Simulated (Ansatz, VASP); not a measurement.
## One calculation of TaN, two programs

File INCAR:

```
SYSTEM = TaN
  ALGO = Normal
  EDIFF = 1E-7
  ENCUT = 520
  GGA = PE
  ISIF = 2
  ISMEAR = 0
  LASPH = .TRUE.
  LCHARG = .FALSE.
  LREAL = .FALSE.
  LWAVE = .FALSE.
  NBANDS = 15
  NELM = 100
  PREC = Accurate
  SIGMA = 0.15
```

File KPOINTS:

```
k-points
0
G
  18 18 18
  0 0 0
```

POSCAR

```
TaN
1.0
    0.0000000000      2.1572100000      2.1790000000
    2.1790000000      0.0000000000      2.1790000000
    2.1790000000      2.1572100000      0.0000000000
Ta N
1 1
Direct
    0.5000000000      0.5000000000      0.5000000000
    0.0000000000      0.0000000000      0.0000000000
```

Input for Ansatz:

```yaml
crystal:
  lattice:
    - [0.0, 2.15721, 2.179]
    - [2.179, 0.0, 2.179]
    - [2.179, 2.15721, 0.0]
  atoms:
    - { symbol: Ta, position: [0.5, 0.5, 0.5] }
    - { symbol: "N", position: [0.0, 0.0, 0.0] }
basis:
  ecutwfc: 420
kpoints:
  mp_grid: { grid: [18, 18, 18] }
hamiltonian:
  xc: pbe
scf:
  occupations: { method: gaussian, width: 0.15 }
output:
  forces: true
  stress: true
  eigenvalues: true
  write_density: true
  write_potential: true
  elf: true
  volumetric_format: npy
```

Change from the starting cell: strain -0.0100 x Voigt [0, 1, 0, 0, 0, 0], atoms carried along.

Alike in both runs: task single point; functional PBE; k mesh 18 × 18 × 18; occupations gaussian, width 0.15 eV; no spin polarisation.

|  | VASP | Ansatz |
| --- | --- | --- |
| version | VASP 6.6.1 | Ansatz 0.2.0 |
| potentials or method | VASP PAW PBE potentials, release 64 (Ta_pv, N), cutoff 520 eV | scalar-relativistic, plane waves, PAW |
| valence electrons in the cell | 16 | 18 |

Ansatz gave:

```
gap on the k mesh at the Fermi level (eV)                     : none
pressure (GPa)                                                : 18.7
traceless stress, the component that is largest in VASP (GPa) : 4.90
```

Q: Estimate VASP's values.

A: gap on the k mesh at the Fermi level (eV): none; pressure (GPa): 19.7; traceless stress, the component that is largest in VASP (GPa): 4.94.

A gap of «none» marks a metal or a gap that the smearing closes. VASP's potentials hold 16 valence electrons a cell and Ansatz's 18, so a difference there can come from the potentials and not from the codes.

Spin-orbit coupling is off throughout.
